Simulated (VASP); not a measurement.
# ZrO2 (Fm-3m) in VASP: vibrations by perturbation theory with PBEsol

Aim: the vibrations by perturbation theory of ZrO2 with PBEsol.

Program: VASP 6.6.1. These are calculated values, not measurements. Logs are shortened: lines on timing, memory, paths and dates and some standing lists are left out, and cuts for length are marked.

**1. The cell of the first run**

The structure is cubic, space group Fm-3m (No. 225). Conventional cell: a = 5.064 Å, b = 5.064 Å, c = 5.064 Å, α = 90.00°, β = 90.00°, γ = 90.00°. Zr (site symmetry m-3m) has 8 O at 2.19 Å within 2.9 Å. Within 2.9 Å of O (site symmetry -43m) lie 4 Zr at 2.19 Å and 6 O at 2.53 Å.

**2. Vibrations by perturbation theory, PBEsol**

INCAR reads:

```
PREC     = Accurate       # precision mode
ENCUT    = 600            # plane-wave cutoff, eV
EDIFF    = 1E-8           # SCF threshold, eV
ISMEAR   = 0              # smearing method
SIGMA    = 0.01           # smearing width, eV
LREAL    = F              # projectors in reciprocal space
LASPH    = T              # aspherical terms in the spheres
NELM     = 120            # most SCF steps
ALGO     = Normal         # electronic algorithm
ISIF     = 2              # what is computed and relaxed
LWAVE    = F              # write WAVECAR
LCHARG   = F              # write CHGCAR
GGA      = PS             # functional
IBRION   = 8              # ionic algorithm
NSW      = 1              # ionic steps
LEPSILON = T              # dielectric tensor by DFPT
GGA_COMPAT= F
```

KPOINTS reads:

```
Automatic mesh
0
Gamma
  8 8 8
```

POSCAR reads:

```
ZrO2
1.0
    0.0000000000      2.5320189522      2.5320189522
    2.5320189522      0.0000000000      2.5320189522
    2.5320189522      2.5320189522      0.0000000000
Zr O
1 2
Direct
    0.0000000000      0.0000000000      0.0000000000
    0.2500000000      0.2500000000      0.2500000000
    0.7500000000      0.7500000000      0.7500000000
```

Potentials or basis: VASP PAW PBE potentials, release 64 (Zr_sv, O).

Run with:

```bash
$ cat potpaw_PBE.64/Zr_sv/POTCAR potpaw_PBE.64/O/POTCAR > POTCAR
$ mpirun -np 1 vasp_std > vasp.out
```

OUTCAR:

```text
PREC = Accurate
   ENCUT = 600
   EDIFF = 1E-8
   ISMEAR = 0
   LREAL = F
   LASPH = T
   NELM = 120
   ISIF = 2
   GGA = PS
   IBRION = 8
   NSW = 1
   LEPSILON = T

 ion  position               nearest neighbor table
   1  0.000  0.000  0.000-   2 2.19   3 2.19   3 2.19   3 2.19   3 2.19   2 2.19   2 2.19   2 2.19

   2  0.250  0.250  0.250-   1 2.19   1 2.19   1 2.19   1 2.19
   3  0.750  0.750  0.750-   1 2.19   1 2.19   1 2.19   1 2.19

  LATTYP: Found a face centered cubic cell.
 ALAT       =     5.0640379044

  Lattice vectors:

 A1 = (   0.0000000000,   2.5320189522,   2.5320189522)
 A2 = (   2.5320189522,   0.0000000000,   2.5320189522)
 A3 = (   2.5320189522,   2.5320189522,   0.0000000000)

Analysis of symmetry for initial positions (statically):
=====================================================================
 Subroutine PRICEL returns:
 Original cell was already a primitive cell.

 Routine SETGRP: Setting up the symmetry group for a
 face centered cubic supercell.

 Subroutine GETGRP returns: Found 48 space group operations
 (whereof 48 operations were pure point group operations)
 out of a pool of 48 trial point group operations.

The static configuration has the point symmetry O_h .

Analysis of symmetry for dynamics (positions and initial velocities):
=====================================================================
 Subroutine PRICEL returns:
 Original cell was already a primitive cell.

 Routine SETGRP: Setting up the symmetry group for a
 face centered cubic supercell.

 Subroutine GETGRP returns: Found 48 space group operations
 (whereof 48 operations were pure point group operations)
 out of a pool of 48 trial point group operations.

The dynamic configuration has the point symmetry O_h .

 Subroutine INISYM returns: Found 48 space group operations
 (whereof 48 operations are pure point group operations),
 and found     1 'primitive' translations

----------------------------------------------------------------------------------------

                                     Primitive cell

  volume of cell :      32.4662

  direct lattice vectors                    reciprocal lattice vectors
     0.000000000  2.532018952  2.532018952    -0.197470876  0.197470876  0.197470876
     2.532018952  0.000000000  2.532018952     0.197470876 -0.197470876  0.197470876
     2.532018952  2.532018952  0.000000000     0.197470876  0.197470876 -0.197470876

  length of vectors
     3.580815542  3.580815542  3.580815542     0.342029590  0.342029590  0.342029590

  position of ions in fractional coordinates (direct lattice)
     0.000000000  0.000000000  0.000000000
     0.250000000  0.250000000  0.250000000
     0.750000000  0.750000000  0.750000000

  ion indices of the primitive-cell ions
   primitive index   ion index
                 1           1
                 2           2
                 3           3

[... 627 lines left out ...]

------------------------ aborting loop because EDIFF is reached ----------------------------------------

--------------------------------------- Ionic step        3  -------------------------------------------

------------------------ aborting loop because EDIFF is reached ----------------------------------------

 PIEZOELECTRIC TENSOR FIELD DIRECTION 3  (e Angst)
 -----------------------------------------------------------------------------
     0.00013  0.00000  0.00000           ( -0.00000  0.00000  0.00000)
     0.00000  0.00013  0.00000           (  0.00000 -0.00000 -0.00000)
    -0.00000 -0.00000 -0.00069           (  0.00000 -0.00000 -0.00001)

 PIEZOELECTRIC TENSOR FIELD DIRECTION 3  (C/m^2)
 -----------------------------------------------------------------------------
     0.00006  0.00000  0.00000
     0.00000  0.00006  0.00000
    -0.00000 -0.00000 -0.00034

--------------------------------------- Ionic step        4  -------------------------------------------

------------------------ aborting loop because EDIFF is reached ----------------------------------------

[... ionic steps 5 to 6 ...]

--------------------------------------- Ionic step        7  -------------------------------------------

 Free energy of the ion-electron system (eV)
  ---------------------------------------------------
  ---------------------------------------------------
  free energy    TOTEN  =        -0.36647564 eV

  energy without entropy =       -0.36647564

------------------------ aborting loop because EDIFF is reached ----------------------------------------

 INTERNAL STRAIN TENSOR  FOR ION    2  DIRECTION 1   (eV/Angst):
 -----------------------------------------------------------------------------
    -0.00196  0.00000  0.00000
     0.00000  0.00031 -7.34025
     0.00000 -7.34025  0.00031

 MACROSCOPIC STATIC DIELECTRIC TENSOR (including local field effects in DFT)
 ------------------------------------------------------
           5.845331    -0.000000     0.000000
          -0.000000     5.845331    -0.000000
           0.000000    -0.000000     5.845331
 ------------------------------------------------------

 PIEZOELECTRIC TENSOR (including local field effects)  for field in x, y, z        (e  Angst)
          XX          YY          ZZ          XY          YZ          ZX
  --------------------------------------------------------------------------------
  x     0.00000     0.00000     0.00000     0.00000     0.00000     0.00000
  y     0.00000     0.00000     0.00000     0.00000     0.00000     0.00000
  z     0.00000     0.00000     0.00000     0.00000     0.00000     0.00000

 PIEZOELECTRIC TENSOR (including local field effects)  for field in x, y, z        (C/m^2)
          XX          YY          ZZ          XY          YZ          ZX
  --------------------------------------------------------------------------------
  x     0.00000     0.00000     0.00000     0.00000     0.00000     0.00000
  y     0.00000     0.00000     0.00000     0.00000     0.00000     0.00000
  z     0.00000     0.00000     0.00000     0.00000     0.00000     0.00000

 BORN EFFECTIVE CHARGES (including local field effects) (in |e|, cummulative output)
 ---------------------------------------------------------------------------------
 ion    1
    1     5.74544     0.00000     0.00000
    2     0.00000     5.74544     0.00000
    3     0.00000     0.00000     5.74544
 ion    2
    1    -2.87272     0.00000     0.00000
    2     0.00000    -2.87272     0.00000
    3     0.00000     0.00000    -2.87272
 ion    3
    1    -2.87272     0.00000     0.00000
    2     0.00000    -2.87272     0.00000
    3     0.00000     0.00000    -2.87272

 INTERNAL STRAIN TENSOR FOR ION    3 for displacements in x,y,z  (eV/Angst):
          X           Y           Z          XY          YZ          ZX
  --------------------------------------------------------------------------------
  x     0.00000     0.00000     0.00000     0.00000     7.34025     0.00000
  y     0.00000     0.00000     0.00000     0.00000     0.00000     7.34025
  z     0.00000     0.00000     0.00000     7.34025     0.00000     0.00000

 SECOND DERIVATIVES (NOT SYMMETRIZED)
 ------------------------------------
               1X          1Y          1Z          2X          2Y          2Z          3X          3Y          3Z
  1X    -5.422068    0.000000    0.000000    2.711034    0.000000    0.000000    2.711034    0.000000    0.000000
  1Y     0.000000   -5.422068    0.000000    0.000000    2.711034    0.000000    0.000000    2.711034    0.000000
  1Z     0.000000    0.000000   -5.422068    0.000000    0.000000    2.711034    0.000000    0.000000    2.711034
  2X     2.704846    0.000000    0.000000  -10.823065    0.000000    0.000000    8.118219    0.000000    0.000000
  2Y     0.000000    2.704846    0.000000    0.000000  -10.823065    0.000000    0.000000    8.118219    0.000000
  2Z     0.000000    0.000000    2.704846    0.000000    0.000000  -10.823065    0.000000    0.000000    8.118219
  3X     2.704846    0.000000    0.000000    8.118219    0.000000    0.000000  -10.823065    0.000000    0.000000
  3Y     0.000000    2.704846    0.000000    0.000000    8.118219    0.000000    0.000000  -10.823065    0.000000
  3Z     0.000000    0.000000    2.704846    0.000000    0.000000    8.118219    0.000000    0.000000  -10.823065

 Eigenvectors and eigenvalues of the dynamical matrix
 ----------------------------------------------------

   1 f  =   17.009653 THz   106.874800 2PiTHz  567.380944 cm-1    70.346240 meV
             X         Y         Z           dx          dy          dz
      0.000000  0.000000  0.000000     0.000000    0.000000   -0.000000
      1.266009  1.266009  1.266009     0.000215    0.707107   -0.000000
      3.798028  3.798028  3.798028    -0.000215   -0.707107    0.000000
[... 43 lines left out ...]
   9 f/i=    0.003746 THz     0.023536 2PiTHz    0.124946 cm-1     0.015491 meV
             X         Y         Z           dx          dy          dz
      0.000000  0.000000  0.000000    -0.006929   -0.083196   -0.856096
      1.266009  1.266009  1.266009    -0.002905   -0.034882   -0.358942
      3.798028  3.798028  3.798028    -0.002905   -0.034882   -0.358942

--------------------------------------------------------------------------------------------------------

 MACROSCOPIC STATIC DIELECTRIC TENSOR IONIC CONTRIBUTION
 ------------------------------------------------------
          33.958407    -0.000000    -0.000000
          -0.000000    33.958407     0.000000
          -0.000000     0.000000    33.958407
 ------------------------------------------------------

 ELASTIC MODULI CONTR FROM IONIC RELAXATION (kBar)
 Direction    XX          YY          ZZ          XY          YZ          ZX
 --------------------------------------------------------------------------------
 XX          -0.0000     -0.0000     -0.0000     -0.0000      0.0000     -0.0000
 YY          -0.0000     -0.0000     -0.0000     -0.0000     -0.0000     -0.0000
 ZZ          -0.0000     -0.0000     -0.0000     -0.0000     -0.0000     -0.0000
 XY          -0.0000     -0.0000     -0.0000   -280.7515      0.0000     -0.0000
 YZ           0.0000     -0.0000     -0.0000      0.0000   -280.7515      0.0000
 ZX          -0.0000      0.0000     -0.0000     -0.0000      0.0000   -280.7515
 --------------------------------------------------------------------------------

 PIEZOELECTRIC TENSOR IONIC CONTR  for field in x, y, z        (C/m^2)
          XX          YY          ZZ          XY          YZ          ZX
  --------------------------------------------------------------------------------
  x     0.00000     0.00000     0.00000     0.00000     0.00000     0.00000
  y    -0.00000    -0.00000    -0.00000    -0.00000    -0.00000     0.00000
  z    -0.00000     0.00000     0.00000    -0.00000     0.00000    -0.00000
```

Wall time 24 min (1 thread of Intel Xeon 8259CL, shared host); peak memory 0.34 GiB.

Results:

```yaml
Electronic_dielectric_tensor_diagonal: 5.85
Born_charges_mean_of_the_diagonal: Zr +5.75; O -2.87 e
Highest_phonon_frequency_at_Γ_LO-TO_splitting_left_out: 567 cm⁻¹
```

Phonon frequencies in cm⁻¹ (negative: imaginary):
| q point | frequencies |
| --- | --- |
| (0.000, 0.000, 0.000) | 0 0 0 249 249 249 567 567 567 |

Electronic dielectric tensor:
```
5.85 0.00 0.00
0.00 5.85 0.00
0.00 0.00 5.85
```

Born effective charge tensors (e):
atom 1, Zr
```
5.75 0.00 0.00
0.00 5.75 0.00
0.00 0.00 5.75
```
atom 2, O
```
-2.87  0.00  0.00
 0.00 -2.87  0.00
 0.00  0.00 -2.87
```
atom 3, O
```
-2.87  0.00  0.00
 0.00 -2.87  0.00
 0.00  0.00 -2.87
```
